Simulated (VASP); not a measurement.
Sb, 1 atom in the cell. Symmetry: Pm-3m, No. 221, cubic system. The conventional cell has a = 3.139 Å, b = 3.139 Å, c = 3.139 Å, α = 90.00°, β = 90.00°, γ = 90.00°. Within 4.1 Å of Sb (site symmetry m-3m) lie 6 Sb at 3.14 Å. This isn't the form of Sb at room conditions, which is rhombohedral.

- Program: VASP 6.6.1
- Task: single point
- Functional: PBE0
- Potentials or basis: VASP PAW PBE potentials, release 64 (Sb_d_GW)
- Cutoff: 400 eV
- k mesh: 4 × 4 × 4
- Occupations: fermi-dirac, width 0.05 eV
- Spin: no spin polarisation
- Dipole correction: no
- Grid for exact exchange (PRECFOCK): Normal
- Further INCAR settings: ALGO = Normal; EDIFF = 1e-06; NBANDS = 14
- Share of exact exchange: 0.25

Potentials or basis: VASP PAW PBE potentials, release 64 (Sb_d_GW).

Run with:

```bash
$ cat potpaw_PBE.64/Sb_d_GW/POTCAR > POTCAR
$ cp INCAR.step1 INCAR
$ mpirun -np 1 vasp_std > vasp.out
$ cp INCAR.step2 INCAR
$ mpirun -np 1 vasp_std > vasp.out
```

Hardware: 1 thread of Intel(R) Xeon(R) 6975P-C (Granite Rapids), on a shared host.

**Question.** Estimate the wall time of this run.

**Answer.** It took 55 s on 1 thread of Intel(R) Xeon(R) 6975P-C (Granite Rapids) (shared host), peak memory 0.13 GiB. Counts: k points 10.
